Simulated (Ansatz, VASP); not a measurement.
# Two plane-wave programs on TiC

```
Ti C
1.0
     0.00000    2.16400    2.22892
     2.16400    0.00000    2.22892
     2.16400    2.16400    0.00000
Ti C
1 1
Direct
  0.00000 0.00000 0.00000
  0.50000 0.50000 0.50000
```

Change from the starting cell: z stretched by +3 %, ions relaxed.

Alike in both runs: functional PBE; k mesh 18 × 18 × 18; occupations fermi-dirac, width 0.05 eV; no spin polarisation.

Ansatz relaxed the structure, and its values are those at the end. VASP's run is a single point on that final structure, the one shown.

```csv
,VASP,Ansatz
version,VASP 6.6.1,Ansatz 0.2.0
potentials or method,"VASP PAW PBE potentials, release 64 (Ti_sv, C)","plane-wave PAW, scalar-relativistic"
plane-wave cutoff (eV),520,420
valence electrons in the cell,16,16
```

```csv
,VASP,Ansatz,Ansatz less VASP
pressure (GPa),-5.6,-5.8,-0.23
```

With one functional, cell and mesh, what is left measures potentials, basis and numerics. Ansatz's warnings: stress scf threshold loose.
